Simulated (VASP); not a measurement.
PbSe, 2 atoms in the cell. It takes space group Fm-3m (No. 225, cubic). Conventional cell: a = 6.009 Å, b = 6.009 Å, c = 6.009 Å, α = 90.00°, β = 90.00°, γ = 90.00°. Within 4.0 Å of Pb (site symmetry m-3m) lie 6 Se at 3.00 Å. Within 4.0 Å of Se (site symmetry m-3m) lie 6 Pb at 3.00 Å. 

| Quantity | Value |
| --- | --- |
| Program | VASP 6.6.1 |
| Task | single point |
| Functional | LDA |
| Potentials or basis | VASP PAW LDA potentials, release 64 (Pb_d, Se) |
| Cutoff | 520 eV |
| k mesh | 14 × 14 × 14 |
| Occupations | fermi-dirac, width 0.05 eV |
| Spin | no spin polarisation |
| Dipole correction | no |
| Further INCAR settings | ALGO = Normal; EDIFF = 1e-06; NBANDS = 17 |

Potentials or basis: VASP PAW LDA potentials, release 64 (Pb_d, Se).

Run with:

```console
$ cat potpaw_LDA.64/Pb_d/POTCAR potpaw_LDA.64/Se/POTCAR > POTCAR
$ mpirun -np 1 vasp_std > vasp.out
```

Hardware: 1 thread of Intel(R) Xeon(R) 6975P-C (Granite Rapids), with other jobs on the host.

Problem. How long does it take, and how much memory?

Solution. Wall time 23 s on 1 thread of Intel(R) Xeon(R) 6975P-C (Granite Rapids) (shared host), peak memory 0.22 GiB. Counts: scf iterations 12, k points 104.
